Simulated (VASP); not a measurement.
Set up this calculation in VASP 6.6.1, as the native input.

* Task: single point
* Functional: PBEsol
* Potentials or basis: VASP PAW PBE potentials, release 64 (Al, N)
* Cutoff: 520 eV
* k mesh: 12 × 12 × 6
* Occupations: gaussian, width 0.02 eV
* Spin: no spin polarisation
* Dipole correction: no
* Further INCAR settings: ALGO = Normal; EDIFF = 1e-06; NBANDS = 16

The structure of AlN lies in POSCAR:

```
AlN
1.0
    3.3121160000      0.0000000000      0.0000000000
   -1.6560580000      2.8683760000      0.0000000000
    0.0000000000      0.0000000000      3.9781848500
Al N
2 2
Direct
    0.3333333333      0.6666666667      0.7500000000
    0.6666666667      0.3333333333      0.2500000000
    0.3333333333      0.6666666667      0.2500000000
    0.6666666667      0.3333333333      0.7500000000
```

One way to write it, as run:

INCAR

```
ALGO = Normal
EDIFF = 1E-6
ENCUT = 520
GGA = PS
ISIF = 2
ISMEAR = 0
LASPH = T
LCHARG = T
LELF = T
LREAL = F
LVHAR = T
LWAVE = F
NBANDS = 16
NELM = 100
PREC = Accurate
SIGMA = 0.02
```

KPOINTS

```
k-points
0
Gamma
  12 12 6
```

Potentials or basis: VASP PAW PBE potentials, release 64 (Al, N).

The run is started by

```console
$ cat potpaw_PBE.64/Al/POTCAR potpaw_PBE.64/N/POTCAR > POTCAR
$ mpirun -np 1 vasp_std > vasp.out
```

Results of the run:

| Item | Value |
| --- | --- |
| Pressure | 7.4 GPa |
| Band gap on the k mesh | 3.68 eV, direct |

Caveat: the PAW data sets were made with another functional, which shifts forces and pressure a little.

Run time: 63 s on 1 thread of Intel(R) Xeon(R) Platinum 8375C CPU @ 2.90GHz (Ice Lake) (shared host), peak memory 0.18 GiB.
